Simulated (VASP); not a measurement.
Here is a VASP 6.6.1 calculation.

The input INCAR:

```
PREC = Accurate
ENCUT = 520
EDIFF = 1E-6
ISMEAR = 0
SIGMA = 0.1
LREAL = F
LASPH = T
NELM = 100
ALGO = Normal
ISIF = 2
LWAVE = F
LCHARG = F
GGA = PE
NBANDS = 38
```

KPOINTS

```
Automatic mesh
0
Gamma
  18 18 4
```

File POSCAR:

```
SiGe4
1.0
    2.8403582212      0.0000000000      0.0000000000
   -1.4201791106      2.4598223754      0.0000000000
    0.0000000000      0.0000000000     13.2367305998
Si Ge
1 4
Direct
    0.0000000000      0.0000000000      0.5000000000
    0.0000000000      0.0000000000      0.6935014514
    0.0000000000      0.0000000000      0.8976862951
    0.0000000000      0.0000000000      0.1023137049
    0.0000000000      0.0000000000      0.3064985486
```

Potentials or basis: VASP PAW PBE potentials, release 64 (Si, Ge_d).

Launch:

```console
$ cat potpaw_PBE.64/Si/POTCAR potpaw_PBE.64/Ge_d/POTCAR > POTCAR
$ mpirun -np 1 vasp_std > vasp.out
```

Problem. Predict the pressure.

Solution. 0.2 GPa.

Problem. Predict the largest force.

Solution. 0.004 eV/Å.

Problem. Predict the band gap on the k mesh.

Solution. Zero (bands 30 and 31 overlap by 9.77 eV).

Forces in eV/Å, atoms in the order of the input:
```
Si   0.000  0.000  0.000
Ge   0.000  0.000 -0.004
Ge   0.000  0.000  0.000
Ge   0.000  0.000  0.000
Ge   0.000  0.000  0.004
```
